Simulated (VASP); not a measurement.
# GaN (I-4m2) in VASP: a series of runs

Runs on GaN. Level: r2SCAN. Tasks: single point.

Program: VASP 6.6.1. These are calculated values, not measurements. Logs are shortened: lines on timing, memory, paths and dates and some standing lists are left out, and cuts for length are marked.

**1. The cell of the first run**

Symmetry: I-4m2, No. 119, tetragonal system. Conventional cell: a = 3.267 Å, b = 3.267 Å, c = 4.282 Å, α = 90.00°, β = 90.00°, γ = 90.00°. Within 2.6 Å of Ga (site symmetry -4m2) lie 4 N at 1.95 Å. Within 2.6 Å of N (site symmetry -4m2) lie 4 Ga at 1.95 Å.

**2. Single point, r2SCAN (strain +0.025 along x and y, -0.050 along z)**

File POSCAR:

```
GaN
1.0
    0.0000000000      2.3098381227      2.1408255771
    2.3098381227      0.0000000000      2.1408255771
    2.3098381227      2.3098381227      0.0000000000
Ga N
1 1
Direct
    0.0000000000      0.0000000000      0.0000000000
    0.7500000000      0.7500000000      0.7500000000
```

File INCAR.step1:

```
PREC = Accurate ; ENCUT = 520
ISMEAR = 0 ; SIGMA = 0.05
LREAL = False ; LASPH = True
NELM = 60 ; NBANDS = 16
GGA = PE ; ALGO = Normal
EDIFF = 1E-4 ; LWAVE = True
LCHARG = False
```

File INCAR.step2:

```
PREC = Accurate ; ENCUT = 520
EDIFF = 1E-6 ; ISMEAR = 0
SIGMA = 0.05 ; LREAL = False
LASPH = True ; NELM = 60
ALGO = Normal ; ISIF = 2
LWAVE = False ; LCHARG = False
METAGGA = R2SCAN ; LMIXTAU = True
NBANDS = 16 ; ISTART = 1
```

File KPOINTS:

```
regular mesh
0
Gamma
  10 10 10
```

Potentials or basis: VASP PAW PBE potentials, release 64 (Ga_d, N).

On the command line:

```
$ cat potpaw_PBE.64/Ga_d/POTCAR potpaw_PBE.64/N/POTCAR > POTCAR
$ cp INCAR.step1 INCAR
$ mpirun -np 1 vasp_std > vasp.out
$ cp INCAR.step2 INCAR
$ mpirun -np 1 vasp_std > vasp.out
```

OUTCAR:

```text
PREC = Accurate
   ENCUT = 520
   EDIFF = 1E-6
   ISMEAR = 0
   LREAL = False
   LASPH = True
   NELM = 60
   ISIF = 2
   METAGGA = R2SCAN
   ISTART = 1

 ion  position               nearest neighbor table
   1  0.000  0.000  0.000-   2 1.95   2 1.95   2 1.95   2 1.95
   2  0.750  0.750  0.750-   1 1.95   1 1.95   1 1.95   1 1.95

  LATTYP: Found a body centered tetragonal cell.
 ALAT       =     3.2666044000
 C/A-ratio  =     1.3107345212

  Lattice vectors:

 A1 = (   0.0000000000,  -2.3098381227,  -2.1408255771)
 A2 = (   0.0000000000,   2.3098381227,  -2.1408255771)
 A3 = (   2.3098381227,   0.0000000000,   2.1408255771)

Analysis of symmetry for initial positions (statically):
=====================================================================
 Subroutine PRICEL returns:
 Original cell was already a primitive cell.

 Routine SETGRP: Setting up the symmetry group for a
 body centered tetragonal supercell.

 Subroutine GETGRP returns: Found  8 space group operations
 (whereof  8 operations were pure point group operations)
 out of a pool of 16 trial point group operations.

The static configuration has the point symmetry D_2d.

Analysis of symmetry for dynamics (positions and initial velocities):
=====================================================================
 Subroutine PRICEL returns:
 Original cell was already a primitive cell.

 Routine SETGRP: Setting up the symmetry group for a
 body centered tetragonal supercell.

 Subroutine GETGRP returns: Found  8 space group operations
 (whereof  8 operations were pure point group operations)
 out of a pool of 16 trial point group operations.

The dynamic configuration has the point symmetry D_2d.

 Subroutine INISYM returns: Found  8 space group operations
 (whereof  8 operations are pure point group operations),
 and found     1 'primitive' translations

----------------------------------------------------------------------------------------

                                     Primitive cell

  volume of cell :      22.8441

  direct lattice vectors                    reciprocal lattice vectors
     0.000000000  2.309838123  2.140825577    -0.216465386  0.216465386  0.233554758
     2.309838123  0.000000000  2.140825577     0.216465386 -0.216465386  0.233554758
     2.309838123  2.309838123  0.000000000     0.216465386  0.216465386 -0.233554758

  length of vectors
     3.149362841  3.149362841  3.266604400     0.385048505  0.385048505  0.385048505

  position of ions in fractional coordinates (direct lattice)
     0.000000000  0.000000000  0.000000000
[... 79 lines left out ...]
   LREAL  =      F    real-space projection
   EDIFFG = 0.1E-04   stopping-criterion for IOM
   NSW    =      0    number of steps for IOM
   IBRION =     -1    ionic relax: 0-MD 1-quasi-New 2-CG
   NFREE  =      0    steps in history (QN), initial steepest desc. (CG)
   ISIF   =      2    stress and relaxation
   ISYM   =      2    0-nonsym 1-usesym 2-fastsym
   POTIM  = 0.5000    time-step for ionic-motion
   TEBEG  =    0.0;   TEEND  =   0.0 temperature during run
   PSTRESS=    0.0 pullay stress
   NELECT =      18.0000    total number of electrons
   NUPDOWN=      -1.0000    fix difference up-down
   EMIN   =  10.00;   EMAX   =-10.00  energy-range for DOS
   EFERMI =   0.00;   METHOD = LEGACY
   ISMEAR =     0;   SIGMA  =   0.05  broadening in eV -4-tet -1-fermi 0-gaus
   EFERMI_NEDOS =   21; number of points for ismear=-14 and -15
   IALGO  =     38    algorithm
   IMIX   =      4    mixing-type and parameters
     AMIX     =   0.40;   BMIX     =  1.00
     AMIX_MAG =   1.60;   BMIX_MAG =  1.00
  volume/ion in A,a.u.               =      11.42        77.08
  Fermi-wavevector in a.u.,A,eV,Ry     =   1.512078  2.857413 31.108089  2.286380
  Thomas-Fermi vector in A             =   2.622050
   LORBIT       =      0    0 simple, 1 ext, 2 COOP (PROOUT), +10 PAW based schemes
   METAGGA = R2SCAN    functional components
   LHFCALC =     F    Hartree Fock is set to
   AEXX    =    0.0000 exact exchange contribution
   IVDW    =     0    specifies the selected vdW correction
   LEPSILON=     F    determine dielectric tensor
   LRPA    =     F    only Hartree local field effects (RPA)
 non-spin polarized calculation
 Gauss-broadening in eV      SIGMA  =   0.05
  energy-cutoff  :      520.00
  volume of cell :       22.84
 maximum number of plane-waves:       626
   NGX = 11   NGY = 11   NGZ = 13

 number of electron      18.0000006 magnetization

 Free energy of the ion-electron system (eV)
  ---------------------------------------------------
  ext. energy  EPLUGINS =         0.00000000
  ---------------------------------------------------
  free energy    TOTEN  =       -21.86541994 eV

  energy without entropy =      -21.86541994  energy(sigma->0) =      -21.86541994

 E-fermi :   5.5214     XC(G=0): -12.6511

 val. band max:        5.2426299448   @ k =   0.0000   0.0000   0.0000
 cond. band min:       7.1569169812   @ k =   0.0000   0.0000   0.0000
 fundamental gap:      1.9142870364
 Fermi energy:         5.5213875627

 k-point     1 :       0.0000    0.0000    0.0000
  band No.  band energies     occupation
      1     -11.6967      2.00000
      2      -8.8264      2.00000
      3      -8.8264      2.00000
      4      -8.7532      2.00000
      5      -8.4578      2.00000
      6      -8.4543      2.00000
[... 433 lines left out ...]
      3      -8.5854      2.00000
      4      -8.5804      2.00000
      5      -8.3745      2.00000
      6      -7.4494      2.00000
[... 8 lines left out ...]
     15      27.6976      0.00000
     16      28.0912      0.00000

 [... further k-points ...]

------------------------ aborting loop because EDIFF is reached ----------------------------------------

  FORCE on cell =-STRESS in cart. coord.  units (eV):
  Direction    XX          YY          ZZ          XY          YZ          ZX
  --------------------------------------------------------------------------------------
  -------------------------------------------------------------------------------------
  Total       -0.4121721     -0.4121721      0.7494654      0.0000000      0.0000000     -0.0000000
  in kB      -28.9077847    -28.9077847     52.5639254      0.0000000      0.0000000     -0.0000000
  external PRESSURE =      -1.7505480 kB  Pullay stress =       0.0000000 kB

 VOLUME and BASIS-vectors are now :
 -----------------------------------------------------------------------------
  energy-cutoff  :      520.00
  volume of cell :       22.84
      direct lattice vectors                 reciprocal lattice vectors
     0.000000000  2.309838123  2.140825577    -0.216465386  0.216465386  0.233554758
     2.309838123  0.000000000  2.140825577     0.216465386 -0.216465386  0.233554758
     2.309838123  2.309838123  0.000000000     0.216465386  0.216465386 -0.233554758

 POSITION                                       TOTAL-FORCE (eV/Angst)
 -----------------------------------------------------------------------------------
      0.00000      0.00000      0.00000        -0.000000     -0.000000      0.000000
      3.46476      3.46476      3.21124         0.000000      0.000000     -0.000000
 -----------------------------------------------------------------------------------
    total drift:                               -0.000006     -0.000006     -0.000020

  FREE ENERGIE OF THE ION-ELECTRON SYSTEM (eV)
  ---------------------------------------------------
  free  energy   TOTEN  =       -21.8654199388 eV

  energy  without entropy=      -21.8654199388  energy(sigma->0) =      -21.86541994
```

OSZICAR.step1:

```text
N       E                     dE             d eps       ncg     rms          rms(c)
DAV:   1     0.832423351369E+02    0.83242E+02   -0.93427E+03  3672   0.201E+03
DAV:   2    -0.825942596973E+01   -0.91502E+02   -0.85016E+02  3744   0.336E+02
DAV:   3    -0.140477474216E+02   -0.57883E+01   -0.57670E+01  3848   0.710E+01
DAV:   4    -0.141137662071E+02   -0.66019E-01   -0.66011E-01  4096   0.804E+00
DAV:   5    -0.141146588665E+02   -0.89266E-03   -0.89265E-03  3976   0.842E-01    0.772E+00
DAV:   6    -0.121122466599E+02    0.20024E+01   -0.49040E+00  4920   0.398E+01    0.268E+00
DAV:   7    -0.121204272428E+02   -0.81806E-02   -0.32034E-01  3640   0.658E+00    0.177E+00
DAV:   8    -0.121164638526E+02    0.39634E-02   -0.58184E-02  3872   0.327E+00    0.791E-01
DAV:   9    -0.121122508005E+02    0.42131E-02   -0.14359E-02  4944   0.272E+00    0.200E-01
DAV:  10    -0.121126007590E+02   -0.34996E-03   -0.15214E-03  3840   0.536E-01    0.987E-02
DAV:  11    -0.121125036551E+02    0.97104E-04   -0.24788E-04  3128   0.250E-01
   1 F= -.12112504E+02 E0= -.12112504E+02  d E =-.583124E-22
```

Wall time 51 s (1 thread of Intel Xeon 6975P-C (Granite Rapids), shared host); peak memory 0.16 GiB.

Results:

```yaml
Free_energy: -21.8654 eV
Pressure: -0.2 GPa
Band_gap_on_the_k_mesh: 1.91 eV
```

Levels at points of the mesh, in eV from the valence-band top:
```
           k point  band 6  band 7  band 8  band 9  band 10  band 11  band 12  band 13
(0.00, 0.00, 0.00)  -13.70   -0.31   -0.31    0.00     1.91    10.70    10.93    10.93
(0.50, 0.00, 0.00)  -12.57   -7.35   -1.47   -0.93     4.84     9.28    10.25    11.57
(0.50, 0.50, 0.00)  -11.92   -5.86   -3.36   -3.36     3.29     6.18    13.14    14.47
(0.50, 0.00, 0.50)  -12.32   -6.69   -2.79   -2.74     3.76     7.49    11.99    13.98
```

Caveat: the cell differs from its parent crystal (strain +0.025 along x and y, -0.050 along z); the PAW data sets were made with another functional, which shifts forces and pressure a little.

**3. Single point, r2SCAN (strain +0.025 along x and y, -0.025 along z)**

File POSCAR:

```
GaN
1.0
    0.0000000000      2.3098381227      2.1971630923
    2.3098381227      0.0000000000      2.1971630923
    2.3098381227      2.3098381227      0.0000000000
Ga N
1 1
Direct
    0.0000000000      0.0000000000      0.0000000000
    0.7500000000      0.7500000000      0.7500000000
```

File INCAR.step1:

```
ALGO = Normal
EDIFF = 1E-4
ENCUT = 520
GGA = PE
ISMEAR = 0
LASPH = True
LCHARG = False
LREAL = False
LWAVE = True
NBANDS = 16
NELM = 60
PREC = Accurate
SIGMA = 0.05
```

File INCAR.step2:

```
ALGO = Normal
EDIFF = 1E-7
ENCUT = 520
ISIF = 2
ISMEAR = 0
ISTART = 1
LASPH = True
LCHARG = False
LMIXTAU = True
LREAL = False
LWAVE = False
METAGGA = R2SCAN
NBANDS = 16
NELM = 60
PREC = Accurate
SIGMA = 0.05
```

File KPOINTS:

```
k-points
0
Gamma
  10 10 10
```

Potentials or basis: VASP PAW PBE potentials, release 64 (Ga_d, N).

On the command line:

```
$ cat potpaw_PBE.64/Ga_d/POTCAR potpaw_PBE.64/N/POTCAR > POTCAR
$ cp INCAR.step1 INCAR
$ mpirun -np 1 vasp_std > vasp.out
$ cp INCAR.step2 INCAR
$ mpirun -np 1 vasp_std > vasp.out
```

Wall time 63 s (1 thread of Intel Xeon 6975P-C (Granite Rapids), shared host); peak memory 0.16 GiB.

The run converged. Its results:

```yaml
Free_energy: -21.8743 eV
Pressure: -4.7 GPa
Band_gap_on_the_k_mesh: 1.81 eV
```

Stress tensor (GPa, compression positive):
```
-6.62  0.00  0.00
 0.00 -6.62  0.00
 0.00  0.00 -0.76
```

Levels at points of the mesh, in eV from the valence-band top:
```
           k point  band 6  band 7  band 8  band 9  band 10  band 11  band 12  band 13
(0.00, 0.00, 0.00)  -13.64   -0.21   -0.21    0.00     1.81    10.62    10.77    10.77
(0.50, 0.00, 0.00)  -12.51   -7.13   -1.28   -0.93     4.79     9.18    10.37    11.18
(0.50, 0.50, 0.00)  -11.96   -5.89   -3.08   -3.08     3.43     6.40    12.73    14.36
(0.50, 0.00, 0.50)  -12.21   -6.43   -2.71   -2.68     3.73     7.23    12.01    14.03
```

Caveat: the cell differs from its parent crystal (strain +0.025 along x and y, -0.025 along z); the cell stands under tension; the PAW data sets were made with another functional, which shifts forces and pressure a little.

**4. Single point, r2SCAN (strain +0.050 along x and y, -0.050 along z)**

File POSCAR:

```
GaN
1.0
    0.0000000000      2.3661756379      2.1408255771
    2.3661756379      0.0000000000      2.1408255771
    2.3661756379      2.3661756379      0.0000000000
Ga N
1 1
Direct
    0.0000000000      0.0000000000      0.0000000000
    0.7500000000      0.7500000000      0.7500000000
```

File INCAR.step1:

```
  ALGO = Normal
  EDIFF = 1E-4
  ENCUT = 520
  GGA = PE
  ISMEAR = 0
  LASPH = T
  LCHARG = F
  LREAL = F
  LWAVE = T
  NBANDS = 16
  NELM = 80
  PREC = Accurate
  SIGMA = 0.05
```

File INCAR.step2:

```
  ALGO = Normal
  EDIFF = 1E-6
  ENCUT = 520
  ISIF = 2
  ISMEAR = 0
  ISTART = 1
  LASPH = T
  LCHARG = F
  LMIXTAU = T
  LREAL = F
  LWAVE = F
  METAGGA = R2SCAN
  NBANDS = 16
  NELM = 80
  PREC = Accurate
  SIGMA = 0.05
```

KPOINTS is that of step 3.

On the command line:

```
$ cat potpaw_PBE.64/Ga_d/POTCAR potpaw_PBE.64/N/POTCAR > POTCAR
$ cp INCAR.step1 INCAR
$ mpirun -np 1 vasp_std > vasp.out
$ cp INCAR.step2 INCAR
$ mpirun -np 1 vasp_std > vasp.out
```

It took 64 s on 1 thread of Intel Xeon 6975P-C (Granite Rapids), shared host; peak memory 0.17 GiB.

The run converged. Its results:

```yaml
Free_energy: -21.8108 eV
Pressure: -8.9 GPa
Band_gap_on_the_k_mesh: 1.53 eV
```

Stress tensor (GPa, compression positive):
```
-12.45   0.00   0.00
  0.00 -12.45   0.00
  0.00   0.00  -1.70
```

Levels at points of the mesh, in eV from the valence-band top:
| k point | band 5 | band 6 | band 7 | band 8 | band 9 | band 10 | band 11 | band 12 | band 13 | band 14 |
| --- | --- | --- | --- | --- | --- | --- | --- | --- | --- | --- |
| (0.00, 0.00, 0.00) | -13.78 | -13.78 | -0.38 | -0.38 | 0.00 | 1.53 | 10.30 | 10.62 | 10.62 | 17.70 |
| (0.50, 0.00, 0.00) | -13.71 | -12.65 | -7.08 | -1.52 | -0.86 | 4.37 | 8.98 | 9.81 | 11.48 | 15.68 |
| (0.50, 0.50, 0.00) | -13.68 | -11.94 | -5.55 | -3.33 | -3.33 | 3.19 | 5.60 | 12.90 | 13.82 | 13.82 |
| (0.50, 0.00, 0.50) | -13.73 | -12.43 | -6.60 | -2.61 | -2.54 | 3.74 | 7.25 | 11.49 | 13.21 | 15.39 |

Caveat: the cell differs from its parent crystal (strain +0.050 along x and y, -0.050 along z); the cell stands under tension; the PAW data sets were made with another functional, which shifts forces and pressure a little.

**5. The runs side by side**

| cell | gap on the mesh (eV) | pressure (GPa) |
| --- | --- | --- |
| a = 3.149, b = 3.149, c = 3.267 Å, angles 58.8, 58.8, 62.5°, 2 atoms | 1.91 | -0.2 |
| a = 3.188, b = 3.188, c = 3.267 Å, angles 59.2, 59.2, 61.6°, 2 atoms | 1.81 | -4.7 |
| a = 3.191, b = 3.191, c = 3.346 Å, angles 58.4, 58.4, 63.2°, 2 atoms | 1.53 | -8.9 |

Alike in all rows: task single point; level r2SCAN; potentials or basis VASP PAW PBE potentials, release 64 (Ga_d, N); no spin polarisation; k mesh 10 × 10 × 10; cutoff (eV) 520; smearing gaussian 0.05 eV.

Caveats: the PAW data sets were made with another functional, which shifts forces and pressure a little; the cell stands under tension (at least some runs).

Absolute energies hang on the potentials; compare differences alone.
